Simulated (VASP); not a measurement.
Write the native input for VASP 6.6.1 that does the following.

* Task: single point
* Functional: PBE
* Dispersion: D3(BJ)
* Potentials or basis: VASP PAW PBE potentials, release 64 (Hf_pv, N)
* Cutoff: 520 eV
* k mesh: 10 × 10 × 10
* Occupations: gaussian, width 0.05 eV
* Spin: no spin polarisation
* Dipole correction: no
* Further INCAR settings: ALGO = Normal; EDIFF = 1e-06; NBANDS = 14

The structure of HfN lies in POSCAR:

```
HfN
1.0
    0.0000000000      2.2433256892      2.2433256892
    2.2433256892      0.0000000000      2.2433256892
    2.2433256892      2.2433256892      0.0000000000
Hf N
1 1
Direct
    0.5000000000      0.5000000000      0.5000000000
    0.0000000000      0.0000000000      0.0000000000
```

This cell differs from its parent crystal: volume scaled by 0.98.

The input as run:

INCAR

```
  ALGO = Normal
  EDIFF = 1E-6
  ENCUT = 520
  GGA = PE
  ISIF = 2
  ISMEAR = 0
  IVDW = 12
  LASPH = True
  LCHARG = True
  LELF = True
  LREAL = False
  LVHAR = True
  LWAVE = False
  NBANDS = 14
  NELM = 60
  PREC = Accurate
  SIGMA = 0.05
```

KPOINTS

```
k-points
0
Gamma
  10 10 10
```

Potentials or basis: VASP PAW PBE potentials, release 64 (Hf_pv, N).

Launch:

```bash
$ cat potpaw_PBE.64/Hf_pv/POTCAR potpaw_PBE.64/N/POTCAR > POTCAR
$ mpirun -np 1 vasp_std > vasp.out
```

It gave:

- Pressure: 3.4 GPa
- Dispersion energy per atom: -0.395 eV

Caveat: pairwise dispersion overbinds metals, which lowers pressure and volume.

Wall time 11 s on 1 thread of Intel Xeon 6975P-C, with other jobs on the host, peak memory 0.16 GiB.
